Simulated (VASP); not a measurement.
# Nb (Im-3m) in VASP: settings compared, part 2 of 2

VASP 6.6.1.

## 5. Relaxation of cell and atoms, PBE

Input file INCAR:

```
PREC = Accurate ; ENCUT = 500
EDIFF = 1E-7 ; ISMEAR = -1
SIGMA = 0.05 ; LREAL = False
LASPH = True ; NELM = 120
ALGO = Normal ; ISIF = 3
LWAVE = False ; LCHARG = False
GGA = PE ; IBRION = 2
NSW = 60 ; EDIFFG = -0.01
GGA_COMPAT = False ; NELMIN = 4
```

Input file KPOINTS:

```
Automatic mesh
0
Gamma
  11 11 11
```

Input file POSCAR:

```
Nb
1.0
   -1.6639500000      1.6639500000      1.6639500000
    1.6639500000     -1.6639500000      1.6639500000
    1.6639500000      1.6639500000     -1.6639500000
Nb
1
Direct
    0.0000000000      0.0000000000      0.0000000000
```

Potentials or basis: VASP PAW PBE potentials, release 64 (Nb_sv).

Command:

```sh
$ cat potpaw_PBE.64/Nb_sv/POTCAR > POTCAR
$ mpirun -np 1 vasp_std > vasp.out
```

OUTCAR:

```text
PREC = Accurate
   ENCUT = 500
   EDIFF = 1E-7
   ISMEAR = -1
   LREAL = False
   LASPH = True
   NELM = 120
   ISIF = 3
   GGA = PE
   IBRION = 2
   NSW = 60
   EDIFFG = -0.01
   NELMIN = 4

 ion  position               nearest neighbor table
   1  0.000  0.000  0.000-

  LATTYP: Found a body centered cubic cell.
 ALAT       =     3.3279000000

  Lattice vectors:

 A1 = (  -1.6639500000,   1.6639500000,   1.6639500000)
 A2 = (   1.6639500000,  -1.6639500000,   1.6639500000)
 A3 = (   1.6639500000,   1.6639500000,  -1.6639500000)

Analysis of symmetry for initial positions (statically):
=====================================================================
 Subroutine PRICEL returns:
 Original cell was already a primitive cell.

 Routine SETGRP: Setting up the symmetry group for a
 body centered cubic supercell.

 Subroutine GETGRP returns: Found 48 space group operations
 (whereof 48 operations were pure point group operations)
 out of a pool of 48 trial point group operations.

The static configuration has the point symmetry O_h .

Analysis of symmetry for dynamics (positions and initial velocities):
=====================================================================
 Subroutine PRICEL returns:
 Original cell was already a primitive cell.

 Routine SETGRP: Setting up the symmetry group for a
 body centered cubic supercell.

 Subroutine GETGRP returns: Found 48 space group operations
 (whereof 48 operations were pure point group operations)
 out of a pool of 48 trial point group operations.

The dynamic configuration has the point symmetry O_h .

 Subroutine INISYM returns: Found 48 space group operations
 (whereof 48 operations are pure point group operations),
 and found     1 'primitive' translations

----------------------------------------------------------------------------------------

                                     Primitive cell

  volume of cell :      18.4281

  direct lattice vectors                    reciprocal lattice vectors
    -1.663950000  1.663950000  1.663950000     0.000000000  0.300489798  0.300489798
     1.663950000 -1.663950000  1.663950000     0.300489798  0.000000000  0.300489798
     1.663950000  1.663950000 -1.663950000     0.300489798  0.300489798  0.000000000

  length of vectors
     2.882045941  2.882045941  2.882045941     0.424956748  0.424956748  0.424956748

  position of ions in fractional coordinates (direct lattice)
     0.000000000  0.000000000  0.000000000

  ion indices of the primitive-cell ions
   primitive index   ion index
                 1           1

----------------------------------------------------------------------------------------

 KPOINTS: Automatic mesh

Automatic generation of k-mesh.
 Grid dimensions read from file:
 generate k-points for:   11   11   11

 Generating k-lattice:

  Cartesian coordinates                     Fractional coordinates (reciprocal lattice)
     0.000000000  0.027317254  0.027317254     0.090909091  0.000000000  0.000000000
     0.027317254  0.000000000  0.027317254     0.000000000  0.090909091  0.000000000
     0.027317254  0.027317254  0.000000000     0.000000000  0.000000000  0.090909091

  Length of vectors
     0.038632432  0.038632432  0.038632432

[... 43 lines left out ...]
 SYSTEM =  unknown system
   PREC   = accura    normal or accurate (medium, high low for compatibility)
   ISTART =      0    job   : 0-new  1-cont  2-samecut
   ICHARG =      2    charge: 1-file 2-atom 10-const
   ISPIN  =      1    spin polarized calculation?
   LNONCOLLINEAR =      F non collinear calculations
   LSORBIT =      F    spin-orbit coupling
   LASPH  =      T    aspherical Exc in radial PAW
   ENCUT  =  500.0 eV  36.75 Ry    6.06 a.u.   5.25  5.25  5.25*2*pi/ulx,y,z
   NELM   =    120;   NELMIN=  4; NELMDL= -5     # of ELM steps
   EDIFF  = 0.1E-06   stopping-criterion for ELM
   LREAL  =      F    real-space projection
   EDIFFG = -.1E-01   stopping-criterion for IOM
   NSW    =     60    number of steps for IOM
   IBRION =      2    ionic relax: 0-MD 1-quasi-New 2-CG
   NFREE  =      1    steps in history (QN), initial steepest desc. (CG)
   ISIF   =      3    stress and relaxation
   ISYM   =      2    0-nonsym 1-usesym 2-fastsym
   POTIM  = 0.5000    time-step for ionic-motion
   TEBEG  =    0.0;   TEEND  =   0.0 temperature during run
   PSTRESS=    0.0 pullay stress
   NELECT =      13.0000    total number of electrons
   NUPDOWN=      -1.0000    fix difference up-down
   EMIN   =  10.00;   EMAX   =-10.00  energy-range for DOS
   EFERMI =   0.00;   METHOD = LEGACY
   ISMEAR =    -1;   SIGMA  =   0.05  broadening in eV -4-tet -1-fermi 0-gaus
   EFERMI_NEDOS =   21; number of points for ismear=-14 and -15
   IALGO  =     38    algorithm
   IMIX   =      4    mixing-type and parameters
     AMIX     =   0.40;   BMIX     =  1.00
     AMIX_MAG =   1.60;   BMIX_MAG =  1.00
  volume/ion in A,a.u.               =      18.43       124.36
  Fermi-wavevector in a.u.,A,eV,Ry     =   1.457345  2.753983 28.896790  2.123854
  Thomas-Fermi vector in A             =   2.574157
   LORBIT       =      0    0 simple, 1 ext, 2 COOP (PROOUT), +10 PAW based schemes
   GGA     = PE    functional components
   LHFCALC =     F    Hartree Fock is set to
   AEXX    =    0.0000 exact exchange contribution
   IVDW    =     0    specifies the selected vdW correction
   LEPSILON=     F    determine dielectric tensor
   LRPA    =     F    only Hartree local field effects (RPA)
 conjugate gradient relaxation of ions
 non-spin polarized calculation
  energy-cutoff  :      500.00
  volume of cell :       18.43
 maximum number of plane-waves:       478
 NGX is ok and might be reduce to    24
   NGX = 11   NGY = 11   NGZ = 11

--------------------------------------- Ionic step        1  -------------------------------------------

 number of electron      12.9999999 magnetization

 Free energy of the ion-electron system (eV)
  ---------------------------------------------------
  ext. energy  EPLUGINS =         0.00000000
  ---------------------------------------------------
  free energy    TOTEN  =       -10.21377310 eV

  energy without entropy =      -10.19921386  energy(sigma->0) =      -10.20649348

------------------------ aborting loop because EDIFF is reached ----------------------------------------

  FORCE on cell =-STRESS in cart. coord.  units (eV):
  Direction    XX          YY          ZZ          XY          YZ          ZX
  --------------------------------------------------------------------------------------
  -------------------------------------------------------------------------------------
  Total       -0.2717215     -0.2717215     -0.2717215      0.0000000     -0.0000000      0.0000000
  in kB      -23.6240202    -23.6240202    -23.6240202      0.0000000     -0.0000000      0.0000000
  external PRESSURE =     -23.6240202 kB  Pullay stress =       0.0000000 kB
[... 57 lines left out ...]
--------------------------------------- Ionic step        3  -------------------------------------------

 number of electron      13.0000000 magnetization

 Free energy of the ion-electron system (eV)
  ---------------------------------------------------
  ext. energy  EPLUGINS =         0.00000000
  ---------------------------------------------------
  free energy    TOTEN  =       -10.21568105 eV

  energy without entropy =      -10.20084296  energy(sigma->0) =      -10.20826200

 E-fermi :  11.0120     XC(G=0): -12.4554

 val. band max:       10.9985188610   @ k =  -0.1818   0.1818   0.0909
 cond. band min:      11.0584574483   @ k =   0.0909   0.0909   0.0000
 fundamental gap:      0.0599385873
 Fermi energy:        11.0119941311

 k-point     1 :       0.0000    0.0000    0.0000
  band No.  band energies     occupation
      1     -43.3378      2.00000
      2     -18.6530      2.00000
      3     -18.6530      2.00000
      4     -18.6530      2.00000
      5       5.1230      2.00000
      6      11.4167      0.00061
      7      11.4167      0.00061
      8      11.4167      0.00061
      9      14.2966      0.00000
     10      14.2966      0.00000
[... 287 lines left out ...]
 k-point    24 :       0.3636    0.1818    0.0909
  band No.  band energies     occupation
      1     -43.0887      2.00000
      2     -19.7411      2.00000
      3     -19.2509      2.00000
      4     -18.8722      2.00000
      5       8.6755      2.00000
      6       9.4962      2.00000
      7      11.3563      0.00204
      8      14.6791      0.00000
      9      15.0812      0.00000
     10      20.0096      0.00000

 [... further k-points ...]

------------------------ aborting loop because EDIFF is reached ----------------------------------------

  FORCE on cell =-STRESS in cart. coord.  units (eV):
  Direction    XX          YY          ZZ          XY          YZ          ZX
  --------------------------------------------------------------------------------------
  -------------------------------------------------------------------------------------
  Total       -0.0014081     -0.0014081     -0.0014081      0.0000000     -0.0000000      0.0000000
  in kB       -0.1241291     -0.1241291     -0.1241291      0.0000000     -0.0000000      0.0000000
  external PRESSURE =      -0.1241291 kB  Pullay stress =       0.0000000 kB
[... 16 lines left out ...]
  FREE ENERGIE OF THE ION-ELECTRON SYSTEM (eV)
  ---------------------------------------------------
  free  energy   TOTEN  =       -10.2156810487 eV

  energy  without entropy=      -10.2008429571  energy(sigma->0) =      -10.20826200

 reached required accuracy - stopping structural energy minimisation
```

OSZICAR:

```text
N       E                     dE             d eps       ncg     rms          rms(c)
DAV:   1     0.113842824089E+03    0.11384E+03   -0.72679E+03  1120   0.125E+03
DAV:   2    -0.550312494497E+01   -0.11935E+03   -0.11687E+03  1198   0.437E+02
DAV:   3    -0.103941492051E+02   -0.48910E+01   -0.45545E+01  1656   0.741E+01
[... 28 lines left out ...]
DAV:   5    -0.102156673109E+02   -0.19908E-02   -0.56364E-03  1832   0.508E-01    0.102E-01
DAV:   6    -0.102156836394E+02   -0.16329E-04   -0.81629E-05  1302   0.134E-01    0.420E-02
DAV:   7    -0.102156807936E+02    0.28458E-05   -0.23727E-05  1490   0.777E-02    0.284E-03
DAV:   8    -0.102156810852E+02   -0.29160E-06   -0.65517E-07  1404   0.665E-03    0.826E-04
DAV:   9    -0.102156809579E+02    0.12732E-06   -0.34873E-08   648   0.288E-03    0.792E-04
DAV:  10    -0.102156810487E+02   -0.90833E-07   -0.72610E-09   604   0.141E-03
   3 F= -.10215681E+02 E0= -.10208262E+02  d E =-.190795E-02
```

It took 52 s on 1 thread of Intel Xeon 8259CL, shared host; peak memory 0.15 GiB.

Results:

```yaml
Free_energy: -10.2157 eV
Relaxed_volume: 18.17 Å³/atom
Relaxed_cell: a = 2.869 Å, b = 2.869 Å, c = 2.869 Å, α = 109.47°, β = 109.47°, γ = 109.47°
Space_group_after_relaxing_to_0.05_Å: Im-3m (No. 229)
Energy_gained_by_relaxing: 1.9 meV/atom
Ionic_steps: 3
Pressure_after_relaxing: 0.0 GPa
```

Step by step:
```tsv
step	energy change (eV)	largest force (eV/Å)	pressure (GPa)	volume (Å³)
1	0.0000	0.0000	-2.36	18.43
2	0.0046	0.0000	4.63	17.71
3	-0.0019	0.0000	-0.01	18.17
```

Final structure:
```
Nb
1.0
    -1.65627    1.65627    1.65627
     1.65627   -1.65627    1.65627
     1.65627    1.65627   -1.65627
Nb
1
Direct
  0.00000 0.00000 0.00000
```

## 6. Relaxation of cell and atoms, PBE+D3(BJ)

Input file INCAR:

```
SYSTEM = Nb
PREC = Accurate
ENCUT = 500
EDIFF = 1E-7
ISMEAR = -1
SIGMA = 0.05
LREAL = .False.
LASPH = .True.
NELM = 120
ALGO = Normal
ISIF = 3
LWAVE = .False.
LCHARG = .False.
GGA = PE
IVDW = 12
IBRION = 2
NSW = 60
EDIFFG = -0.01
GGA_COMPAT = .False.
NELMIN = 4
```

Input file KPOINTS:

```
regular mesh
0
Gamma
  11 11 11
  0 0 0
```

POSCAR is that of step 5.

Potentials or basis: VASP PAW PBE potentials, release 64 (Nb_sv).

Command:

```sh
$ cat potpaw_PBE.64/Nb_sv/POTCAR > POTCAR
$ mpirun -np 1 vasp_std > vasp.out
```

It took 65 s on 1 thread of Intel Xeon 8259CL, shared host; peak memory 0.16 GiB.

Results (log left out):

```
Free energy                            : -10.9598 eV
Relaxed volume                         : 17.47 Å³/atom
Relaxed cell                           : a = 2.831 Å, b = 2.831 Å, c = 2.831 Å, α = 109.47°, β = 109.47°, γ = 109.47°
Space group after relaxing (to 0.05 Å) : Im-3m (No. 229)
Energy gained by relaxing              : 27.7 meV/atom
Ionic steps                            : 4
Pressure after relaxing                : 0.0 GPa
Dispersion energy per atom             : -0.760 eV
```

The path:
| step | energy change (eV) | largest force (eV/Å) | pressure (GPa) | volume (Å³) |
| --- | --- | --- | --- | --- |
| 1 | 0.0000 | 0.0000 | -8.90 | 18.43 |
| 2 | 0.0702 | 0.0000 | 20.47 | 15.83 |
| 3 | -0.0277 | 0.0000 | -0.29 | 17.50 |
| 4 | -0.0277 | 0.0000 | -0.02 | 17.47 |

Final structure:
```
CELL_PARAMETERS angstrom
-1.63456 1.63456 1.63456
1.63456 -1.63456 1.63456
1.63456 1.63456 -1.63456
ATOMIC_POSITIONS crystal
Nb 0.00000 0.00000 0.00000
```

Levels at points of the mesh, in eV from the Fermi level:
```
           k point  band 3  band 4  band 5  band 6  band 7  band 8  band 9  band 10
(0.00, 0.00, 0.00)  -29.52  -29.52   -5.96    0.40    0.40    0.40    3.41     3.41
```

Caveat: pairwise dispersion overbinds metals, which lowers pressure and volume.

## 7. Summary

```csv
task,level,cell,smearing,gap on the mesh (eV),pressure (GPa),relaxed volume (Å³/atom)
single point,PBE,"a = 2.882 Å, angles 109.5°, 1 atom",gaussian 0.025 eV,none,-2.1,-
single point,PBE,"a = 2.882 Å, angles 109.5°, 1 atom",gaussian 0.026 eV,none,-2.1,-
single point,PBE+D4,"a = 2.855 Å, angles 109.5°, 1 atom",fermi-dirac 0.05 eV,none,-0.4,-
relaxation of cell and atoms,PBE,"relaxed from a = 2.882 Å, angles 109.5°, 1 atom",fermi-dirac 0.05 eV,none,0.0,18.17
relaxation of cell and atoms,PBE+D3(BJ),"relaxed from a = 2.882 Å, angles 109.5°, 1 atom",fermi-dirac 0.05 eV,none,0.0,17.47
```

Alike in all rows: potentials or basis VASP PAW PBE potentials, release 64 (Nb_sv); no spin polarisation; k mesh 11 × 11 × 11; cutoff (eV) 500.

Caveats: pairwise dispersion overbinds metals, which lowers pressure and volume (some runs).

Total energies depend on the potentials used, so only differences within one code and one set of settings carry meaning.
